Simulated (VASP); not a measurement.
H:

```
H
1.0
    -1.69153    1.69153    2.05847
     1.69153   -1.69153    2.05847
     1.69153    1.69153   -2.05847
H
2
Direct
  0.09014 0.09014 0.00000
  0.90986 0.90986 0.00000
```

Base run:

| Item | Value |
| --- | --- |
| Program | VASP 6.6.1 |
| Functional | PBE-based screened hybrid with 25 % exact exchange |
| Potentials or basis | VASP PAW PBE potentials, release 64 (H) |
| Cutoff | 520 eV |
| k mesh | 6 × 6 × 6 |
| Occupations | fermi-dirac, width 0.05 eV |
| Spin | no spin polarisation |

Its results: band gap on the k mesh 10.51 eV (least direct gap 11.38 eV); pressure 0.3 GPa; largest force 0.075 eV/Å.

The run is repeated on the same cell with these changes: functional from PBE-based screened hybrid with 25 % exact exchange to PBE-based screened hybrid with 15 % exact exchange; share of exact exchange from 0.25 to 0.15. What comes out?

Band gap on the k mesh 9.88 eV (least direct gap 10.72 eV); pressure 0.4 GPa; largest force 0.152 eV/Å.

Caveats: this functional lacks dispersion, which holds the molecules together, so the pressure and a relaxed volume are unreliable; the PAW data sets were made with another functional, which shifts forces and pressure a little.

A k mesh can miss the band edges.
